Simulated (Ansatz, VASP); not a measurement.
TaN: VASP beside Ansatz

Contents of INCAR:

```
PREC = Accurate ; ENCUT = 600
EDIFF = 1E-6 ; ISMEAR = -1
SIGMA = 0.05 ; LREAL = F
LASPH = T ; NELM = 150
ALGO = Normal ; ISIF = 3
LWAVE = F ; LCHARG = F
LMAXMIX = 4 ; LDAU = T
LDAUTYPE = 2 ; LDAUL = 2 -1
LDAUU = 4 0 ; LDAUJ = 0 0
LDAUPRINT = 1 ; GGA = PE
IBRION = 2 ; NSW = 60
EDIFFG = -0.01
```

The input KPOINTS:

```
Automatic mesh
0
Gamma
  6 6 9
```

Contents of POSCAR:

```
TaN
1.0
    5.1850002000      0.0000000000      0.0000000000
   -2.5925001000      4.4903418900      0.0000000000
    0.0000000000      0.0000000000      2.9080005300
Ta N
3 3
Direct
    0.0000000000      0.0000000000      0.0000000000
    0.3333333333      0.6666666667      0.5000000000
    0.6666666667      0.3333333333      0.5000000000
    0.5000000000      0.0000000000      0.0000000000
    0.5000000000      0.5000000000      0.0000000000
    0.0000000000      0.5000000000      0.0000000000
```

The input input.yaml:

```yaml
crystal:
  lattice:
    - [5.1850002, 0.0, 0.0]
    - [-2.5925001, 4.49034189, 0.0]
    - [0.0, 0.0, 2.90800053]
  atoms:
    - { symbol: Ta, position: [0.0, 0.0, 0.0] }
    - { symbol: Ta, position: [0.3333333333, 0.6666666667, 0.5] }
    - { symbol: Ta, position: [0.6666666667, 0.3333333333, 0.5] }
    - { symbol: "N", position: [0.5, 0.0, 0.0] }
    - { symbol: "N", position: [0.5, 0.5, 0.0] }
    - { symbol: "N", position: [0.0, 0.5, 0.0] }
hamiltonian:
  xc: pbe
  pseudopotentials: { kind: paw }
  hubbard: { sites: [{ species: Ta, l: d, u_eff: 4.0 }] }
kpoints:
  mp_grid: { grid: [6, 6, 9] }
scf:
  occupations: { method: fermi_dirac, width: 0.05 }
output:
  forces: true
  stress: true
  eigenvalues: true
  write_density: true
  write_potential: true
  elf: true
  volumetric_format: npy
relax:
  f_tol: 0.01
  max_steps: 40
  cell: { stress_tol: 0.05 }
```

Alike in both runs: task relaxation of cell and atoms; functional PBE; k mesh 6 × 6 × 9; occupations fermi-dirac, width 0.05 eV; no spin polarisation; Hubbard terms Ta d U = 4.0 eV.

|  | VASP | Ansatz |
| --- | --- | --- |
| version | VASP 6.6.1 | Ansatz 0.2.0 |
| potentials or method | VASP PAW PBE potentials, release 64 (Ta_pv, N) | Ansatz PAW |
| plane-wave cutoff (eV) | 600 | 420 |
| valence electrons in the cell | 48 | 54 |

|  | VASP | Ansatz | Ansatz less VASP |
| --- | --- | --- | --- |
| gap on the k mesh at the Fermi level, each at its own relaxed structure (eV) | none | none | - |
| relaxed volume (Å³/atom) | 12.12 | 11.83 | -0.290 |
| relaxed cell length with the largest relative difference (Å) | 2.971 | 2.931 | -0.0402 |

The programs project onto different local orbitals, so the same U acts differently, and such runs can settle in different states. A gap of «none» marks a metal or a gap that the smearing closes. VASP's potentials hold 48 valence electrons a cell and Ansatz's 54, so a difference there can come from the potentials and not from the codes.

Spin-orbit coupling is off throughout. Noted on Ansatz's run: the plane-wave basis is chosen anew once the cell has moved, so the energies of steps on either side of that aren't comparable.
